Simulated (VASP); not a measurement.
Crystal: Sn.

```
Sn
1.0
    -1.75441    1.75461    2.16749
     1.75441   -1.75461    2.16749
     1.75441    1.75461   -2.16749
Sn
1
Cartesian
  0.0000 0.0000 0.0000
```

```yaml
Program: VASP 6.6.1
Task: relaxation of cell and atoms
Functional: LDA
Potentials_or_basis: VASP PAW LDA potentials, release 64 (Sn_d)
Cutoff: 600 eV
k_mesh: 16 × 16 × 16
Occupations: gaussian, width 0.1 eV
Spin: no spin polarisation
```

At the start: pressure -1.8 GPa; volume 26.69 Å³/atom.

Problem. Where does the relaxation end?

Solution. Over 9 steps the energy falls by 5.8 meV/atom and the volume is 25.74 Å³/atom (-3.6 %); space group I4/mmm (No. 139, to 0.05 Å).

The path:
| step | energy change (eV) | largest force (eV/Å) | pressure (GPa) | volume (Å³) |
| --- | --- | --- | --- | --- |
| 1 | 0.0000 | 0.0000 | -1.82 | 26.69 |
| 2 | -0.0051 | 0.0000 | 0.68 | 25.54 |
| 3 | -0.0055 | 0.0000 | -0.04 | 25.78 |
| 4 | -0.0055 | 0.0000 | 0.03 | 25.77 |
| 5 | -0.0055 | 0.0000 | 0.00 | 25.76 |
| 6 | -0.0056 | 0.0000 | 0.02 | 25.76 |
| 7 | -0.0057 | 0.0000 | -0.02 | 25.75 |
| 8 | -0.0057 | 0.0000 | 0.00 | 25.73 |
| 9 | -0.0058 | 0.0000 | 0.01 | 25.74 |

Final structure:
```xyz
1
Lattice="-1.7467 1.7458 2.1103 1.7467 -1.7458 2.1103 1.7467 1.7458 -2.1103" Properties=species:S:1:pos:R:3 pbc="T T T"
Sn    0.0000    0.0000    0.0000
```
